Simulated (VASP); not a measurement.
# AlN (Cmc2_1) in VASP: notebook

The runs below take AlN through single point, with PBEsol.

Program: VASP 6.6.1. These are calculated values, not measurements. Logs are shortened: lines on timing, memory, paths and dates and some standing lists are left out, and cuts for length are marked.

## (1) The cell of the first run

Symmetry: Cmc2_1, No. 36, orthorhombic system. Conventional cell: a = 3.114 Å, b = 5.393 Å, c = 4.983 Å, α = 90.00°, β = 90.00°, γ = 90.00°. Al (site symmetry m) has 4 N at 1.84 to 1.99 Å within 2.4 Å. Within 2.4 Å of N (site symmetry m) lie 4 Al at 1.84 to 1.99 Å.

## (2) Single point, PBEsol (atoms displaced along a vibrational mode)

INCAR reads:

```
ALGO = Normal ; EDIFF = 1E-7
ENCUT = 520 ; GGA = PS
ISIF = 2 ; ISMEAR = 0
LASPH = T ; LCHARG = T
LELF = T ; LREAL = F
LVHAR = T ; LWAVE = F
NBANDS = 26 ; NELM = 100
PREC = Accurate ; SIGMA = 0.05
```

KPOINTS reads:

```
k-points
0
Gamma
  8 8 8
```

POSCAR reads:

```
AlN
1.0
   -3.1135599857      0.0000000000      0.0000000000
    0.0000000000      5.3928440876      0.0000000000
    1.5567799928     -2.6964220438     -4.9833504711
Al N
4 4
Direct
    0.9992479446      0.3265624247      0.9984958893
    0.4992479446      0.8265624247      0.9984958893
    0.2492479446      0.9219334646      0.4984958893
    0.7492479446      0.4219334646      0.4984958893
    0.8082492736      0.1286024475      0.6164985473
    0.3082492736      0.6286024475      0.6164985473
    0.0582492736      0.7378960998      0.1164985473
    0.5582492736      0.2378960998      0.1164985473
```

Potentials or basis: VASP PAW PBE potentials, release 64 (Al, N).

The run is started by

```
$ cat potpaw_PBE.64/Al/POTCAR potpaw_PBE.64/N/POTCAR > POTCAR
$ mpirun -np 1 vasp_std > vasp.out
```

OUTCAR:

```text
EDIFF = 1E-7
   ENCUT = 520
   GGA = PS
   ISIF = 2
   ISMEAR = 0
   LASPH = T
   LREAL = F
   NELM = 100
   PREC = Accurate

 ion  position               nearest neighbor table
   1  0.999  0.327  0.998-   8 1.84   8 1.84   5 1.90   7 1.99   4 3.05   3 3.05   4 3.05   3 3.05
                             4 3.11   3 3.11   2 3.11   2 3.11   2 3.11   2 3.11
   2  0.499  0.827  0.998-   7 1.84   7 1.84   6 1.90   8 1.99   3 3.05   4 3.05   3 3.05   4 3.05
                             4 3.11   3 3.11   1 3.11   1 3.11   1 3.11   1 3.11
   3  0.249  0.922  0.498-   5 1.84   5 1.84   7 1.90   6 1.99   1 3.05   2 3.05   1 3.05   2 3.05
                             1 3.11   2 3.11   4 3.11   4 3.11   4 3.11   4 3.11
   4  0.749  0.422  0.498-   6 1.84   6 1.84   8 1.90   5 1.99   2 3.05   1 3.05   2 3.05   1 3.05
                             2 3.11   1 3.11   3 3.11   3 3.11   3 3.11   3 3.11
   5  0.808  0.129  0.616-   3 1.84   3 1.84   1 1.90   4 1.99
   6  0.308  0.629  0.616-   4 1.84   4 1.84   2 1.90   3 1.99
   7  0.058  0.738  0.116-   2 1.84   2 1.84   3 1.90   1 1.99
   8  0.558  0.238  0.116-   1 1.84   1 1.84   4 1.90   2 1.99

  LATTYP: Found a body centered orthorhombic cell.
 ALAT       =     3.1135599857
 B/A-ratio  =     1.7320508076
 C/A-ratio  =     3.2010627667

  Lattice vectors:

 A1 = (  -1.5567799928,   2.6964220438,   4.9833504711)
 A2 = (   1.5567799929,  -2.6964220438,   4.9833504711)
 A3 = (   1.5567799928,   2.6964220438,  -4.9833504711)

Analysis of symmetry for initial positions (statically):
=====================================================================
 Subroutine PRICEL returns following result:

  LATTYP: Found a hexagonal cell.
 ALAT       =     3.1135599857
 C/A-ratio  =     1.6005313834

  Lattice vectors:

 A1 = (   3.1135599857,  -0.0000000000,   0.0000000000)
 A2 = (  -1.5567799929,  -2.6964220438,   0.0000000000)
 A3 = (  -0.0000000000,   0.0000000000,  -4.9833504711)

   2 primitive cells build up your supercell.

 Routine SETGRP: Setting up the symmetry group for a
 body centered orthorhombic supercell.

 Subroutine GETGRP returns: Found  4 space group operations
 (whereof  2 operations were pure point group operations)
 out of a pool of  8 trial point group operations.

The static configuration has the point symmetry C_1h.
 The point group associated with its full space group is C_2v.

Analysis of symmetry for dynamics (positions and initial velocities):
=====================================================================
 Subroutine PRICEL returns following result:

  LATTYP: Found a hexagonal cell.
 ALAT       =     3.1135599857
 C/A-ratio  =     1.6005313834

  Lattice vectors:

 A1 = (   3.1135599857,  -0.0000000000,   0.0000000000)
 A2 = (  -1.5567799929,  -2.6964220438,   0.0000000000)
 A3 = (  -0.0000000000,   0.0000000000,  -4.9833504711)

   2 primitive cells build up your supercell.

 Routine SETGRP: Setting up the symmetry group for a
 body centered orthorhombic supercell.

 Subroutine GETGRP returns: Found  4 space group operations
 (whereof  2 operations were pure point group operations)
 out of a pool of  8 trial point group operations.

The dynamic configuration has the point symmetry C_1h.
 The point group associated with its full space group is C_2v.

 Subroutine INISYM returns: Found  4 space group operations
 (whereof  2 operations are pure point group operations),
 and found     2 'primitive' translations

----------------------------------------------------------------------------------------

                                     Primitive cell

  volume of cell :      41.8376

  direct lattice vectors                    reciprocal lattice vectors
     3.113559986 -0.000000000  0.000000000     0.321175762 -0.185430912 -0.000000000
    -1.556779993 -2.696422044  0.000000000    -0.000000000 -0.370861825 -0.000000000
    -0.000000000  0.000000000 -4.983350471     0.000000000  0.000000000 -0.200668206

  length of vectors
     3.113559986  3.113559986  4.983350471     0.370861825  0.370861825  0.200668206

  position of ions in fractional coordinates (direct lattice)
     0.672685520  0.345371040  0.998495889
     0.327314480  0.654628960  0.498495889
     0.679646826  0.359293652  0.616498547
     0.320353174  0.640706348  0.116498547

  ion indices of the primitive-cell ions
   primitive index   ion index
                 1           1
                 2           4
                 3           5
                 4           7

----------------------------------------------------------------------------------------

 KPOINTS: k-points

Automatic generation of k-mesh.
 Grid dimensions read from file:
 generate k-points for:    8    8    8

 Generating k-lattice:

  Cartesian coordinates                     Fractional coordinates (reciprocal lattice)
    -0.040146970  0.000000000 -0.012541763     0.125000000  0.000000000  0.000000000
     0.000000000  0.023178864 -0.012541763     0.000000000  0.125000000  0.000000000
     0.000000000  0.000000000 -0.025083526     0.000000000  0.000000000  0.125000000

  Length of vectors
     0.042060374  0.026354422  0.025083526

  Shift w.r.t. Gamma in fractional coordinates (k-lattice)
     0.000000000  0.000000000  0.000000000

 Subroutine IBZKPT returns following result:
 ===========================================

 Found     95 irreducible k-points:

 Following reciprocal coordinates:
            Coordinates               Weight
  0.000000  0.000000  0.000000      1.000000
  0.125000  0.000000  0.000000      4.000000
  0.250000  0.000000  0.000000      4.000000
  0.375000  0.000000  0.000000      4.000000
  0.500000  0.000000  0.000000      2.000000
  0.000000  0.125000  0.000000      4.000000
[... 16 lines left out ...]
  0.125000  0.375000  0.000000      8.000000
  0.250000  0.375000  0.000000      8.000000
 [... further k-points ...]
   k-points           NKPTS =     95   k-points in BZ     NKDIM =     95   number of bands    NBANDS=     26
   number of dos      NEDOS =    301   number of ions     NIONS =      8
   total plane-waves  NPLWV =  46080
   dimension x,y,z NGX =    24 NGY =   40 NGZ =   48
   dimension x,y,z NGXF=    48 NGYF=   80 NGZF=   96
   ions per type =               4   4
   NGX,Y,Z   is equivalent  to a cutoff of  12.81, 12.33, 13.58 a.u.
   NGXF,Y,Z  is equivalent  to a cutoff of  25.63, 24.66, 27.16 a.u.
 SYSTEM =  unknown system
   PREC   = accura    normal or accurate (medium, high low for compatibility)
   ISTART =      0    job   : 0-new  1-cont  2-samecut
   ICHARG =      2    charge: 1-file 2-atom 10-const
   ISPIN  =      1    spin polarized calculation?
   LNONCOLLINEAR =      F non collinear calculations
   LSORBIT =      F    spin-orbit coupling
   LASPH  =      T    aspherical Exc in radial PAW
   ENCUT  =  520.0 eV  38.22 Ry    6.18 a.u.   5.79 10.03 10.93*2*pi/ulx,y,z
   NELM   =    100;   NELMIN=  2; NELMDL= -5     # of ELM steps
   EDIFF  = 0.1E-06   stopping-criterion for ELM
   LREAL  =      F    real-space projection
   EDIFFG = 0.1E-05   stopping-criterion for IOM
   NSW    =      0    number of steps for IOM
   IBRION =     -1    ionic relax: 0-MD 1-quasi-New 2-CG
   NFREE  =      0    steps in history (QN), initial steepest desc. (CG)
   ISIF   =      2    stress and relaxation
   ISYM   =      2    0-nonsym 1-usesym 2-fastsym
   POTIM  = 0.5000    time-step for ionic-motion
   TEBEG  =    0.0;   TEEND  =   0.0 temperature during run
   PSTRESS=    0.0 pullay stress
   NELECT =      32.0000    total number of electrons
   NUPDOWN=      -1.0000    fix difference up-down
   EMIN   =  10.00;   EMAX   =-10.00  energy-range for DOS
   EFERMI =   0.00;   METHOD = LEGACY
   ISMEAR =     0;   SIGMA  =   0.05  broadening in eV -4-tet -1-fermi 0-gaus
   EFERMI_NEDOS =   21; number of points for ismear=-14 and -15
   IALGO  =     38    algorithm
   IMIX   =      4    mixing-type and parameters
     AMIX     =   0.40;   BMIX     =  1.00
     AMIX_MAG =   1.60;   BMIX_MAG =  1.00
  volume/ion in A,a.u.               =      10.46        70.58
  Fermi-wavevector in a.u.,A,eV,Ry     =   1.188300  2.245561 19.212190  1.412056
  Thomas-Fermi vector in A             =   2.324432
   LORBIT       =      0    0 simple, 1 ext, 2 COOP (PROOUT), +10 PAW based schemes
   GGA     = PS    functional components
   LHFCALC =     F    Hartree Fock is set to
   AEXX    =    0.0000 exact exchange contribution
   IVDW    =     0    specifies the selected vdW correction
   LEPSILON=     F    determine dielectric tensor
   LRPA    =     F    only Hartree local field effects (RPA)
 non-spin polarized calculation
 Gauss-broadening in eV      SIGMA  =   0.05
  energy-cutoff  :      520.00
  volume of cell :       83.68
 maximum number of plane-waves:      2272
   NGX = 11   NGY = 21   NGZ = 21

 number of electron      32.0000000 magnetization

 Free energy of the ion-electron system (eV)
  ---------------------------------------------------
  ext. energy  EPLUGINS =         0.00000000
  ---------------------------------------------------
  free energy    TOTEN  =       -62.35438199 eV

  energy without entropy =      -62.35438199  energy(sigma->0) =      -62.35438199

 E-fermi :   6.2933     XC(G=0): -11.0979

 val. band max:        6.0629412742   @ k =   0.0000   0.0000   0.0000
 cond. band min:      10.1369528338   @ k =   0.0000   0.0000   0.0000
 fundamental gap:      4.0740115596
 Fermi energy:         6.2933167770

 k-point     1 :       0.0000    0.0000    0.0000
  band No.  band energies     occupation
      1      -9.1182      2.00000
      2      -6.9388      2.00000
      3      -6.7670      2.00000
      4      -6.7670      2.00000
      5      -0.0057      2.00000
      6       0.5626      2.00000
[... 18 lines left out ...]
     25      17.2614      0.00000
     26      17.9245      0.00000
[... 644 lines left out ...]
      4      -6.4483      2.00000
      5       1.2842      2.00000
      6       1.3097      2.00000
[... 18 lines left out ...]
     25      16.7836      0.00000
     26      16.8572      0.00000

 [... further k-points ...]

------------------------ aborting loop because EDIFF is reached ----------------------------------------

  FORCE on cell =-STRESS in cart. coord.  units (eV):
  Direction    XX          YY          ZZ          XY          YZ          ZX
  --------------------------------------------------------------------------------------
  -------------------------------------------------------------------------------------
  Total        4.7915311     -2.9091270      0.2882091      0.0000000      0.0000000      0.0000000
  in kB       91.7462581    -55.7027624      5.5185079      0.0000000      0.0000000      0.0000000
  external PRESSURE =      13.8540012 kB  Pullay stress =       0.0000000 kB

 VOLUME and BASIS-vectors are now :
 -----------------------------------------------------------------------------
  energy-cutoff  :      520.00
  volume of cell :       83.68
      direct lattice vectors                 reciprocal lattice vectors
    -3.113559986  0.000000000  0.000000000    -0.321175762  0.000000000 -0.100334103
     0.000000000  5.392844088  0.000000000     0.000000000  0.185430912 -0.100334103
     1.556779993 -2.696422044 -4.983350471     0.000000000  0.000000000 -0.200668206

 POSITION                                       TOTAL-FORCE (eV/Angst)
 -----------------------------------------------------------------------------------
     -1.55678     -0.93127     -4.97585         0.000000      1.137030      0.144869
      0.00000      1.76516     -4.97585         0.000000      1.137030      0.144869
      0.00000      3.62769     -2.48418         0.000000     -1.137030      0.144869
     -1.55678      0.93127     -2.48418         0.000000     -1.137030      0.144869
     -1.55678     -0.96881     -3.07223        -0.000000      1.286216     -0.144869
      0.00000      1.72761     -3.07223        -0.000000      1.286216     -0.144869
      0.00000      3.66523     -0.58055        -0.000000     -1.286216     -0.144869
     -1.55678      0.96881     -0.58055        -0.000000     -1.286216     -0.144869
 -----------------------------------------------------------------------------------
    total drift:                               -0.000025      0.000014      0.000630

  FREE ENERGIE OF THE ION-ELECTRON SYSTEM (eV)
  ---------------------------------------------------
  free  energy   TOTEN  =       -62.3543819884 eV

  energy  without entropy=      -62.3543819884  energy(sigma->0) =      -62.35438199
```

Run time: 74 s. Hardware: 1 thread of Intel Xeon 6975P-C (Granite Rapids), shared host; peak memory 0.3 GiB.

What came out:

| Item | Value |
| --- | --- |
| Free energy | -62.3544 eV |
| Pressure | 1.4 GPa |
| Largest force | 1.294 eV/Å |
| Band gap on the k mesh | 4.07 eV |

Forces on the atoms (eV/Å):
```
Al   0.000  1.137  0.145
Al   0.000  1.137  0.145
Al   0.000 -1.137  0.145
Al   0.000 -1.137  0.145
N    0.000  1.286 -0.145
N    0.000  1.286 -0.145
N    0.000 -1.286 -0.145
N    0.000 -1.286 -0.145
```

Caveat: the cell differs from its parent crystal (atoms displaced along a vibrational mode); the PAW data sets were made with another functional, which shifts forces and pressure a little.

## (3) Single point, PBEsol (atoms displaced along a vibrational mode)

INCAR reads:

```
ALGO = Normal
EDIFF = 1E-6
ENCUT = 520
GGA = PS
ISIF = 2
ISMEAR = 0
LASPH = True
LCHARG = True
LELF = True
LREAL = False
LVHAR = True
LWAVE = False
NBANDS = 26
NELM = 100
PREC = Accurate
SIGMA = 0.05
```

KPOINTS is that of step 2.

POSCAR reads:

```
AlN
1.0
   -3.1135599857      0.0000000000      0.0000000000
    0.0000000000      5.3928440876      0.0000000000
    1.5567799928     -2.6964220438     -4.9833504711
Al N
4 4
Direct
    0.9992437403      0.3349846150      0.9984874806
    0.4992437403      0.8349846150      0.9984874806
    0.2492437403      0.9135028657      0.4984874806
    0.7492437403      0.4135028657      0.4984874806
    0.8082573724      0.1467827695      0.6165147447
    0.3082573724      0.6467827695      0.6165147447
    0.0582573724      0.7197319752      0.1165147447
    0.5582573724      0.2197319752      0.1165147447
```

Potentials or basis: VASP PAW PBE potentials, release 64 (Al, N).

The run is started by

```
$ cat potpaw_PBE.64/Al/POTCAR potpaw_PBE.64/N/POTCAR > POTCAR
$ mpirun -np 1 vasp_std > vasp.out
```

Wall time 70 s (1 thread of Intel Xeon 6975P-C (Granite Rapids), shared host); peak memory 0.3 GiB.

It converged, with:

- Free energy: -62.5733 eV
- Pressure: 0.2 GPa
- Largest force: 0.667 eV/Å
- Band gap on the k mesh: 4.11 eV

Forces on the atoms (eV/Å):
```
Al   0.000 -0.598  0.027
Al   0.000 -0.598  0.027
Al   0.000  0.598  0.027
Al   0.000  0.598  0.027
N    0.000 -0.666 -0.027
N    0.000 -0.666 -0.027
N    0.000  0.666 -0.027
N    0.000  0.666 -0.027
```

Stress tensor (GPa, compression positive):
```
-3.03  0.00  0.00
 0.00  3.61  0.00
 0.00  0.00  0.07
```

Levels at points of the mesh, in eV from the valence-band top:
| k point | band 14 | band 15 | band 16 | band 17 | band 18 | band 19 |
| --- | --- | --- | --- | --- | --- | --- |
| (0.00, 0.00, 0.00) | -0.28 | -0.18 | 0.00 | 4.11 | 5.08 | 5.08 |
| (0.50, 0.00, 0.00) | -2.14 | -0.86 | -0.86 | 5.97 | 5.97 | 7.19 |
| (0.00, 0.50, 0.00) | -0.65 | -0.55 | -0.55 | 5.86 | 5.86 | 7.26 |
| (0.50, 0.50, 0.00) | -1.41 | -1.41 | -0.74 | 5.22 | 5.22 | 5.56 |
| (0.00, 0.00, 0.50) | -0.63 | -0.48 | -0.48 | 5.60 | 5.89 | 6.36 |

Caveat: the cell differs from its parent crystal (atoms displaced along a vibrational mode); the PAW data sets were made with another functional, which shifts forces and pressure a little. A k mesh can miss the band edges.

(Part 1 of 2 ends here.)
